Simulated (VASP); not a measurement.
# GaN (F-43m) in VASP: notebook

The runs below take GaN through single point, with HSE06, B3LYP.

All numbers are computed with VASP 6.6.1; they aren't measurements. Logs are shortened: lines on timing, memory, paths and dates and some standing lists are left out, and cuts for length are marked.

### 1 The cell of the first run

It takes space group F-43m (No. 216, cubic). The conventional cell has a = 4.507 Å, b = 4.507 Å, c = 4.507 Å, α = 90.00°, β = 90.00°, γ = 90.00°. Within 2.6 Å of Ga (site symmetry -43m) lie 4 N at 1.95 Å. Within 2.6 Å of N (site symmetry -43m) lie 4 Ga at 1.95 Å.

### 2 Single point, HSE06

The input, POSCAR:

```
GaN
1.0
    0.0000000000      2.2535006100      2.2535006100
    2.2535006100      0.0000000000      2.2535006100
    2.2535006100      2.2535006100      0.0000000000
Ga N
1 1
Direct
    0.0000000000      0.0000000000      0.0000000000
    0.7500000000      0.7500000000      0.7500000000
```

The input, INCAR.step1:

```
SYSTEM = GaN
PREC = Accurate ; ENCUT = 520
EDIFF = 1E-5 ; ISMEAR = 0
SIGMA = 0.01 ; LREAL = .False.
LASPH = .True. ; NELM = 120
ALGO = Normal ; ISIF = 2
LWAVE = .True. ; GGA = PE
NBANDS = 16 ; GGA_COMPAT = .False.
```

The input, INCAR.step2:

```
SYSTEM = GaN
PREC = Accurate ; ENCUT = 520
EDIFF = 1E-6 ; ISMEAR = 0
SIGMA = 0.01 ; LREAL = .False.
LASPH = .True. ; NELM = 120
ALGO = Normal ; ISIF = 2
LWAVE = .False. ; LCHARG = .True.
GGA = PE ; LHFCALC = .True.
HFSCREEN = 0.2079 ; PRECFOCK = Normal
LELF = .True. ; LVHAR = .True.
ISTART = 1 ; NBANDS = 16
GGA_COMPAT = .False.
```

The input, KPOINTS:

```
regular mesh
0
Gamma
  4 4 4
  0 0 0
```

Potentials or basis: VASP PAW PBE potentials, release 64 (Ga_d, N).

Launch:

```console
cat potpaw_PBE.64/Ga_d/POTCAR potpaw_PBE.64/N/POTCAR > POTCAR
cp INCAR.step1 INCAR
mpirun -np 1 vasp_std > vasp.out
cp INCAR.step2 INCAR
mpirun -np 1 vasp_std > vasp.out
```

OUTCAR:

```text
SYSTEM = GaN
   PREC = Accurate
   ENCUT = 520
   EDIFF = 1E-6
   ISMEAR = 0
   LREAL = .False.
   LASPH = .True.
   NELM = 120
   ISIF = 2
   GGA = PE
   LHFCALC = .True.
   HFSCREEN = 0.2079
   PRECFOCK = Normal
   ISTART = 1

 ion  position               nearest neighbor table
   1  0.000  0.000  0.000-   2 1.95   2 1.95   2 1.95   2 1.95
   2  0.750  0.750  0.750-   1 1.95   1 1.95   1 1.95   1 1.95

  LATTYP: Found a face centered cubic cell.
 ALAT       =     4.5070012200

  Lattice vectors:

 A1 = (   0.0000000000,   2.2535006100,   2.2535006100)
 A2 = (   2.2535006100,   0.0000000000,   2.2535006100)
 A3 = (   2.2535006100,   2.2535006100,   0.0000000000)

Analysis of symmetry for initial positions (statically):
=====================================================================
 Subroutine PRICEL returns:
 Original cell was already a primitive cell.

 Routine SETGRP: Setting up the symmetry group for a
 face centered cubic supercell.

 Subroutine GETGRP returns: Found 24 space group operations
 (whereof 24 operations were pure point group operations)
 out of a pool of 48 trial point group operations.

The static configuration has the point symmetry T_d .

Analysis of symmetry for dynamics (positions and initial velocities):
=====================================================================
 Subroutine PRICEL returns:
 Original cell was already a primitive cell.

 Routine SETGRP: Setting up the symmetry group for a
 face centered cubic supercell.

 Subroutine GETGRP returns: Found 24 space group operations
 (whereof 24 operations were pure point group operations)
 out of a pool of 48 trial point group operations.

The dynamic configuration has the point symmetry T_d .

 Subroutine INISYM returns: Found 24 space group operations
 (whereof 24 operations are pure point group operations),
 and found     1 'primitive' translations

----------------------------------------------------------------------------------------

                                     Primitive cell

  volume of cell :      22.8877

  direct lattice vectors                    reciprocal lattice vectors
     0.000000000  2.253500610  2.253500610    -0.221877020  0.221877020  0.221877020
     2.253500610  0.000000000  2.253500610     0.221877020 -0.221877020  0.221877020
     2.253500610  2.253500610  0.000000000     0.221877020  0.221877020 -0.221877020

  length of vectors
     3.186931125  3.186931125  3.186931125     0.384302272  0.384302272  0.384302272

  position of ions in fractional coordinates (direct lattice)
     0.000000000  0.000000000  0.000000000
     0.750000000  0.750000000  0.750000000

  ion indices of the primitive-cell ions
   primitive index   ion index
                 1           1
                 2           2

----------------------------------------------------------------------------------------

 KPOINTS: regular mesh

Automatic generation of k-mesh.
 Grid dimensions read from file:
 generate k-points for:    4    4    4

 Generating k-lattice:

  Cartesian coordinates                     Fractional coordinates (reciprocal lattice)
    -0.055469255  0.055469255  0.055469255     0.250000000  0.000000000  0.000000000
     0.055469255 -0.055469255  0.055469255     0.000000000  0.250000000  0.000000000
     0.055469255  0.055469255 -0.055469255     0.000000000  0.000000000  0.250000000

  Length of vectors
     0.096075568  0.096075568  0.096075568

  Shift w.r.t. Gamma in fractional coordinates (k-lattice)
     0.000000000  0.000000000  0.000000000

 Subroutine IBZKPT returns following result:
 ===========================================

 Found      8 irreducible k-points:

 Following reciprocal coordinates:
            Coordinates               Weight
  0.000000  0.000000  0.000000      1.000000
  0.250000  0.000000  0.000000      8.000000
  0.500000  0.000000  0.000000      4.000000
  0.250000  0.250000  0.000000      6.000000
  0.500000  0.250000  0.000000     24.000000
 -0.250000  0.250000  0.000000     12.000000
  0.500000  0.500000  0.000000      3.000000
 -0.250000  0.500000  0.250000      6.000000
   k-points           NKPTS =      8   k-points in BZ     NKDIM =     64   number of bands    NBANDS=     16
   number of dos      NEDOS =    301   number of ions     NIONS =      2
   total plane-waves  NPLWV =  13824
   dimension x,y,z NGX =    24 NGY =   24 NGZ =   24
   dimension x,y,z NGXF=    48 NGYF=   48 NGZF=   48
   ions per type =               1   1
   NGX,Y,Z   is equivalent  to a cutoff of  12.52, 12.52, 12.52 a.u.
   NGXF,Y,Z  is equivalent  to a cutoff of  25.04, 25.04, 25.04 a.u.
 SYSTEM =  GaN
   PREC   = accura    normal or accurate (medium, high low for compatibility)
   ISTART =      1    job   : 0-new  1-cont  2-samecut
   ICHARG =      0    charge: 1-file 2-atom 10-const
   ISPIN  =      1    spin polarized calculation?
   LNONCOLLINEAR =      F non collinear calculations
   LSORBIT =      F    spin-orbit coupling
   LASPH  =      T    aspherical Exc in radial PAW
   ENCUT  =  520.0 eV  38.22 Ry    6.18 a.u.   5.93  5.93  5.93*2*pi/ulx,y,z
   NELM   =    120;   NELMIN=  2; NELMDL=  0     # of ELM steps
   EDIFF  = 0.1E-05   stopping-criterion for ELM
   LREAL  =      F    real-space projection
   EDIFFG = 0.1E-04   stopping-criterion for IOM
   NSW    =      0    number of steps for IOM
   IBRION =     -1    ionic relax: 0-MD 1-quasi-New 2-CG
   NFREE  =      0    steps in history (QN), initial steepest desc. (CG)
   ISIF   =      2    stress and relaxation
   ISYM   =      3    0-nonsym 1-usesym 2-fastsym
   POTIM  = 0.5000    time-step for ionic-motion
   TEBEG  =    0.0;   TEEND  =   0.0 temperature during run
   PSTRESS=    0.0 pullay stress
   NELECT =      18.0000    total number of electrons
   NUPDOWN=      -1.0000    fix difference up-down
   EMIN   =  10.00;   EMAX   =-10.00  energy-range for DOS
   EFERMI =   0.00;   METHOD = LEGACY
   ISMEAR =     0;   SIGMA  =   0.01  broadening in eV -4-tet -1-fermi 0-gaus
   EFERMI_NEDOS =   21; number of points for ismear=-14 and -15
   IALGO  =     38    algorithm
   IMIX   =      1    mixing-type and parameters
     AMIX     =   0.40;   BMIX     =  1.00
     AMIX_MAG =   1.60;   BMIX_MAG =  1.00
  volume/ion in A,a.u.               =      11.44        77.23
  Fermi-wavevector in a.u.,A,eV,Ry     =   1.511117  2.855596 31.068543  2.283473
  Thomas-Fermi vector in A             =   2.621216
   LORBIT       =      0    0 simple, 1 ext, 2 COOP (PROOUT), +10 PAW based schemes
   GGA     = PE    functional components
   LHFCALC =     T    Hartree Fock is set to
   PRECFOCK=normal    Normal, Fast or Accurate (Low or Medium for compatibility)
   ENCUT4O =  -1.0   cutoff for four orbital integrals eV
   NKREDX  =     1    reduce k-point grid by
   NKREDY  =     1    reduce k-point grid by
   NKREDZ  =     1    reduce k-point grid by
   AEXX    =    0.2500 exact exchange contribution
   HFSCREEN=    0.2079 screening length (either q_TF or 0.3 A-1)
   HFSCREENC=   0.2079 screening length for correlation (either q_TF or 0.3 A-1)
   ENCUTFOCK=  -1.0 apply spherical cutoff to Coloumb kernel
   IVDW    =     0    specifies the selected vdW correction
   LEPSILON=     F    determine dielectric tensor
   LRPA    =     F    only Hartree local field effects (RPA)
 non-spin polarized calculation
 Gauss-broadening in eV      SIGMA  =   0.01
  energy-cutoff  :      520.00
  volume of cell :       22.89
 maximum number of plane-waves:       636
  NGX = 18; NGY = 18; NGZ = 18

 number of electron      18.0000004 magnetization

 Free energy of the ion-electron system (eV)
  ---------------------------------------------------
  ext. energy  EPLUGINS =         0.00000000
  ---------------------------------------------------
  free energy    TOTEN  =       -14.68863085 eV

  energy without entropy =      -14.68863085  energy(sigma->0) =      -14.68863085

 E-fermi :   4.5647     XC(G=0):  -9.5552

 val. band max:        4.4799555508   @ k =   0.0000   0.0000   0.0000
 cond. band min:       7.4903141180   @ k =   0.0000   0.0000   0.0000
 fundamental gap:      3.0103585671
 Fermi energy:         4.5647286621

 k-point     1 :       0.0000    0.0000    0.0000
  band No.  band energies     occupation
      1     -12.9482      2.00000
      2     -11.1144      2.00000
      3     -11.1144      2.00000
      4     -11.1144      2.00000
      5     -10.7989      2.00000
      6     -10.7989      2.00000
[... 8 lines left out ...]
     15      24.9520      0.00000
     16      24.9520      0.00000

 k-point     2 :       0.2500    0.0000    0.0000
  band No.  band energies     occupation
      1     -12.5224      2.00000
      2     -11.0562      2.00000
      3     -11.0562      2.00000
      4     -10.7955      2.00000
      5     -10.7955      2.00000
      6     -10.5668      2.00000
[... 8 lines left out ...]
     15      22.9156      0.00000
     16      22.9156      0.00000

 k-point     3 :       0.5000    0.0000    0.0000
  band No.  band energies     occupation
      1     -12.3526      2.00000
      2     -11.0280      2.00000
      3     -11.0280      2.00000
      4     -10.7595      2.00000
      5     -10.7595      2.00000
      6      -9.1281      2.00000
[... 8 lines left out ...]
     15      26.0953      0.00000
     16      26.0953      0.00000

 k-point     4 :       0.2500    0.2500    0.0000
  band No.  band energies     occupation
      1     -12.4198      2.00000
      2     -10.9808      2.00000
      3     -10.9808      2.00000
      4     -10.9172      2.00000
      5     -10.7636      2.00000
      6     -10.3810      2.00000
[... 8 lines left out ...]
     15      27.5830      0.00000
     16      28.7053      0.00000

 k-point     5 :       0.5000    0.2500    0.0000
  band No.  band energies     occupation
      1     -12.2867      2.00000
      2     -10.9932      2.00000
      3     -10.9246      2.00000
      4     -10.8660      2.00000
      5     -10.7521      2.00000
      6      -8.9053      2.00000
[... 8 lines left out ...]
     15      27.5798      0.00000
     16      27.9518      0.00000

 k-point     6 :      -0.2500    0.2500    0.0000
  band No.  band energies     occupation
      1     -12.3181      2.00000
      2     -11.0171      2.00000
      3     -10.9740      2.00000
      4     -10.8138      2.00000
      5     -10.8061      2.00000
      6      -9.3854      2.00000
[... 8 lines left out ...]
     15      23.7464      0.00000
     16      27.9045      0.00000

 k-point     7 :       0.5000    0.5000    0.0000
  band No.  band energies     occupation
      1     -12.2685      2.00000
      2     -11.0056      2.00000
      3     -10.8312      2.00000
      4     -10.8312      2.00000
      5     -10.7282      2.00000
      6      -8.5687      2.00000
[... 8 lines left out ...]
     15      28.2439      0.00000
     16      30.9255      0.00000

 k-point     8 :      -0.2500    0.5000    0.2500
  band No.  band energies     occupation
      1     -12.2558      2.00000
      2     -10.9540      2.00000
      3     -10.9539      2.00000
      4     -10.8061      2.00000
      5     -10.7876      2.00000
      6      -8.3077      2.00000
[... 8 lines left out ...]
     15      25.5546      0.00000
     16      30.3356      0.00000

------------------------ aborting loop because EDIFF is reached ----------------------------------------

  FORCE on cell =-STRESS in cart. coord.  units (eV):
  Direction    XX          YY          ZZ          XY          YZ          ZX
  --------------------------------------------------------------------------------------
  -------------------------------------------------------------------------------------
  Total       -0.1828354     -0.1828354     -0.1828354      0.0000000      0.0000000     -0.0000000
  in kB      -12.7987580    -12.7987580    -12.7987580      0.0000000      0.0000000     -0.0000000
  external PRESSURE =     -12.7987580 kB  Pullay stress =       0.0000000 kB

 VOLUME and BASIS-vectors are now :
 -----------------------------------------------------------------------------
  energy-cutoff  :      520.00
  volume of cell :       22.89
      direct lattice vectors                 reciprocal lattice vectors
     0.000000000  2.253500610  2.253500610    -0.221877020  0.221877020  0.221877020
     2.253500610  0.000000000  2.253500610     0.221877020 -0.221877020  0.221877020
     2.253500610  2.253500610  0.000000000     0.221877020  0.221877020 -0.221877020

 POSITION                                       TOTAL-FORCE (eV/Angst)
 -----------------------------------------------------------------------------------
      0.00000      0.00000      0.00000         0.000000      0.000000      0.000000
      3.38025      3.38025      3.38025        -0.000000     -0.000000     -0.000000
 -----------------------------------------------------------------------------------
    total drift:                               -0.000042     -0.000041     -0.000035

  FREE ENERGIE OF THE ION-ELECTRON SYSTEM (eV)
  ---------------------------------------------------
  free  energy   TOTEN  =       -14.6886308477 eV

  energy  without entropy=      -14.6886308477  energy(sigma->0) =      -14.68863085
```

It took 7.9 min on 1 thread of Intel Xeon 8259CL, shared host; peak memory 0.25 GiB.

What came out:

```
Free energy            : -14.6886 eV
Pressure               : -1.3 GPa
Band gap on the k mesh : 3.01 eV
```

Levels at points of the mesh, in eV from the valence-band top:
```csv
k point,band 6,band 7,band 8,band 9,band 10,band 11,band 12,band 13
"(0.00, 0.00, 0.00)",-15.28,0.00,0.00,0.00,3.01,11.90,11.90,11.90
"(0.50, 0.00, 0.00)",-13.61,-7.54,-1.04,-1.04,6.09,10.42,11.89,11.89
"(0.50, 0.50, 0.00)",-13.05,-6.56,-2.91,-2.91,4.45,8.15,13.59,16.03
```

Caveat: the k points lie up to 0.60 Å⁻¹ apart; the PAW data sets were made with another functional, which shifts forces and pressure a little.

### 3 Single point, B3LYP

POSCAR is that of step 2.

The input, INCAR.step1:

```
  ALGO = Normal
  EDIFF = 1E-5
  ENCUT = 520
  GGA = PE
  GGA_COMPAT = F
  ISIF = 2
  ISMEAR = 0
  LASPH = T
  LCHARG = F
  LREAL = F
  LWAVE = T
  NBANDS = 16
  NELM = 120
  PREC = Accurate
  SIGMA = 0.01
```

The input, INCAR.step2:

```
  AEXX = 0.2
  AGGAC = 0.81
  AGGAX = 0.72
  ALDAC = 0.19
  ALGO = Normal
  EDIFF = 1E-6
  ENCUT = 520
  GGA = B3
  GGA_COMPAT = F
  ISIF = 2
  ISMEAR = 0
  ISTART = 1
  LASPH = T
  LCHARG = F
  LHFCALC = T
  LREAL = F
  LWAVE = F
  NBANDS = 16
  NELM = 120
  PREC = Accurate
  PRECFOCK = Normal
  SIGMA = 0.01
```

The input, KPOINTS:

```
k-points
0
Gamma
  4 4 4
```

Potentials or basis: VASP PAW PBE potentials, release 64 (Ga_d, N).

Launch:

```console
cat potpaw_PBE.64/Ga_d/POTCAR potpaw_PBE.64/N/POTCAR > POTCAR
cp INCAR.step1 INCAR
mpirun -np 1 vasp_std > vasp.out
cp INCAR.step2 INCAR
mpirun -np 1 vasp_std > vasp.out
```

OUTCAR:

```text
AEXX = 0.2
   EDIFF = 1E-6
   ENCUT = 520
   GGA = B3
   ISIF = 2
   ISMEAR = 0
   ISTART = 1
   LASPH = T
   LHFCALC = T
   LREAL = F
   NELM = 120
   PREC = Accurate
   PRECFOCK = Normal

 ion  position               nearest neighbor table
   1  0.000  0.000  0.000-   2 1.95   2 1.95   2 1.95   2 1.95
   2  0.750  0.750  0.750-   1 1.95   1 1.95   1 1.95   1 1.95

  LATTYP: Found a face centered cubic cell.
 ALAT       =     4.5070012200

[... 328 lines left out ...]
     16      30.6644      0.00000

------------------------ aborting loop because EDIFF is reached ----------------------------------------

  FORCE on cell =-STRESS in cart. coord.  units (eV):
  Direction    XX          YY          ZZ          XY          YZ          ZX
  --------------------------------------------------------------------------------------
  -------------------------------------------------------------------------------------
  Total        0.7411963      0.7411963      0.7411963      0.0000000      0.0000000     -0.0000000
  in kB       51.8848799     51.8848799     51.8848799      0.0000000      0.0000000     -0.0000000
  external PRESSURE =      51.8848799 kB  Pullay stress =       0.0000000 kB

 VOLUME and BASIS-vectors are now :
 -----------------------------------------------------------------------------
  energy-cutoff  :      520.00
  volume of cell :       22.89
      direct lattice vectors                 reciprocal lattice vectors
     0.000000000  2.253500610  2.253500610    -0.221877020  0.221877020  0.221877020
     2.253500610  0.000000000  2.253500610     0.221877020 -0.221877020  0.221877020
     2.253500610  2.253500610  0.000000000     0.221877020  0.221877020 -0.221877020

 POSITION                                       TOTAL-FORCE (eV/Angst)
 -----------------------------------------------------------------------------------
      0.00000      0.00000      0.00000         0.000000      0.000000      0.000000
      3.38025      3.38025      3.38025        -0.000000     -0.000000     -0.000000
 -----------------------------------------------------------------------------------
    total drift:                               -0.000033     -0.000045     -0.000025

  FREE ENERGIE OF THE ION-ELECTRON SYSTEM (eV)
  ---------------------------------------------------
  free  energy   TOTEN  =       -13.9591442571 eV

  energy  without entropy=      -13.9591442571  energy(sigma->0) =      -13.95914426
```

OSZICAR.step1:

```text
N       E                     dE             d eps       ncg     rms          rms(c)
DAV:   1     0.876321546964E+02    0.87632E+02   -0.89168E+03   296   0.197E+03
DAV:   2    -0.832973762750E+01   -0.95962E+02   -0.89283E+02   304   0.341E+02
DAV:   3    -0.140623260003E+02   -0.57326E+01   -0.57189E+01   272   0.703E+01
DAV:   4    -0.141239160786E+02   -0.61590E-01   -0.61585E-01   328   0.790E+00
DAV:   5    -0.141247461974E+02   -0.83012E-03   -0.83012E-03   296   0.839E-01    0.777E+00
DAV:   6    -0.120757896791E+02    0.20490E+01   -0.49411E+00   384   0.399E+01    0.265E+00
DAV:   7    -0.120869506543E+02   -0.11161E-01   -0.33974E-01   280   0.640E+00    0.179E+00
DAV:   8    -0.120841473593E+02    0.28033E-02   -0.59749E-02   288   0.356E+00    0.804E-01
DAV:   9    -0.120793572754E+02    0.47901E-02   -0.16757E-02   368   0.301E+00    0.193E-01
DAV:  10    -0.120797496301E+02   -0.39235E-03   -0.17454E-03   320   0.610E-01    0.865E-02
DAV:  11    -0.120796369552E+02    0.11267E-03   -0.35831E-04   384   0.309E-01    0.959E-03
DAV:  12    -0.120796444612E+02   -0.75060E-05   -0.39164E-05   272   0.680E-02
   1 F= -.12079644E+02 E0= -.12079644E+02  d E =-.218046E-31
```

Wall time 5.8 min (1 thread of Intel Xeon 8259CL, shared host); peak memory 0.15 GiB.

Results:

* Free energy: -13.9591 eV
* Pressure: 5.2 GPa
* Band gap on the k mesh: 3.47 eV

Levels at points of the mesh, in eV from the valence-band top:
```csv
k point,band 5,band 6,band 7,band 8,band 9,band 10,band 11,band 12,band 13,band 14
"(0.00, 0.00, 0.00)",-14.98,-14.98,0.00,0.00,0.00,3.47,12.22,12.22,12.22,19.86
"(0.50, 0.00, 0.00)",-14.94,-13.31,-7.39,-1.02,-1.02,6.46,10.86,12.29,12.29,17.85
"(0.50, 0.50, 0.00)",-14.91,-12.75,-6.48,-2.85,-2.85,5.10,8.52,13.94,16.23,16.23
```

Caveat: the k points lie up to 0.60 Å⁻¹ apart; the PAW data sets were made with another functional, which shifts forces and pressure a little.
